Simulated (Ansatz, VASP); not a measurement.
One calculation of W, two programs

POSCAR

```
W
1.0
   -1.5847559370      1.5847559370      1.5847559370
    1.5847559370     -1.5847559370      1.5847559370
    1.5847559370      1.5847559370     -1.5847559370
W
1
Direct
    0.0000000000      0.0000000000      0.0000000000
```

The input INCAR.step1:

```
SYSTEM = W
PREC = Accurate
ENCUT = 520
ISMEAR = 1
SIGMA = 0.1
LREAL = .FALSE.
LASPH = .TRUE.
NELM = 100
NBANDS = 13
GGA = PE
ALGO = Normal
EDIFF = 1E-4
LWAVE = .TRUE.
LCHARG = .FALSE.
```

INCAR.step2

```
SYSTEM = W
PREC = Accurate
ENCUT = 520
EDIFF = 1E-7
ISMEAR = 1
SIGMA = 0.1
LREAL = .FALSE.
LASPH = .TRUE.
NELM = 100
ALGO = Normal
ISIF = 2
LWAVE = .FALSE.
LCHARG = .FALSE.
METAGGA = R2SCAN
LMIXTAU = .TRUE.
NBANDS = 13
ISTART = 1
```

The input KPOINTS:

```
regular mesh
0
G
  36 36 36
  0 0 0
```

Input for Ansatz:

```yaml
crystal:
  lattice:
    - [-1.584755937, 1.584755937, 1.584755937]
    - [1.584755937, -1.584755937, 1.584755937]
    - [1.584755937, 1.584755937, -1.584755937]
  atoms:
    - { symbol: W, position: [0.0, 0.0, 0.0] }
kpoints:
  mp_grid: { grid: [36, 36, 36] }
scf:
  occupations: { method: cold, width: 0.1 }
hamiltonian:
  xc: r2scan
  pseudopotentials: { kind: paw, azcp: { folder: soft_1 } }
output:
  forces: true
  stress: true
  populations: false
```

Alike in both runs: task single point; functional r2SCAN; k mesh 36 × 36 × 36; no spin polarisation.

|  | VASP | Ansatz |
| --- | --- | --- |
| version | VASP 6.6.1 | Ansatz 0.2.0 |
| potentials or method | VASP PAW PBE potentials, release 64 (W_sv) | plane-wave PAW, scalar-relativistic |
| plane-wave cutoff (eV) | 520 | 500 |
| occupations | methfessel-paxton of order 1, width 0.1 eV | cold, width 0.1 eV |
| valence electrons in the cell | 14 | 14 |

Ansatz gave:

- pressure (GPa): 0.0

Task: Which values does VASP return?

Result: Pressure (GPa): 1.0.

VASP's potentials were made for PBE, not for r2SCAN.

Neither program's run includes spin-orbit coupling.
